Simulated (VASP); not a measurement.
Crystal: Be.

```
CELL_PARAMETERS angstrom
2.28530 0.00000 0.00000
-1.14265 1.97913 0.00000
0.00000 0.00000 3.58420
ATOMIC_POSITIONS crystal
Be 0.33333 0.66667 0.25000
Be 0.66667 0.33333 0.75000
```

| Quantity | Value |
| --- | --- |
| Program | VASP 6.6.1 |
| Task | relaxation of cell and atoms |
| Functional | PBEsol |
| Potentials or basis | VASP PAW PBE potentials, release 64 (Be) |
| Cutoff | 600 eV |
| k mesh | 10 × 10 × 6 |
| Occupations | gaussian, width 0.05 eV |
| Spin | no spin polarisation |

At the start: pressure -3.3 GPa; volume 8.11 Å³/atom.

Task: Where does the relaxation end?

Result: Over 3 steps the energy falls by 3.3 meV/atom and the volume is 7.89 Å³/atom (-2.6 %); space group P6_3/mmc (No. 194, to 0.05 Å).

Step by step:
| step | energy change (eV) | largest force (eV/Å) | pressure (GPa) | volume (Å³) |
| --- | --- | --- | --- | --- |
| 1 | 0.0000 | 0.0000 | -3.30 | 16.21 |
| 2 | -0.0065 | 0.0000 | -0.32 | 15.82 |
| 3 | -0.0065 | 0.0000 | -0.06 | 15.79 |

Final structure:
```
Be
1.0
     2.27481    0.00000    0.00000
    -1.13740    1.97004    0.00000
     0.00000    0.00000    3.52321
Be
2
Cartesian
  0.0000 1.3134 0.8808
  1.1374 0.6567 2.6424
```

Caveat: the PAW data sets were made with another functional, which shifts forces and pressure a little.
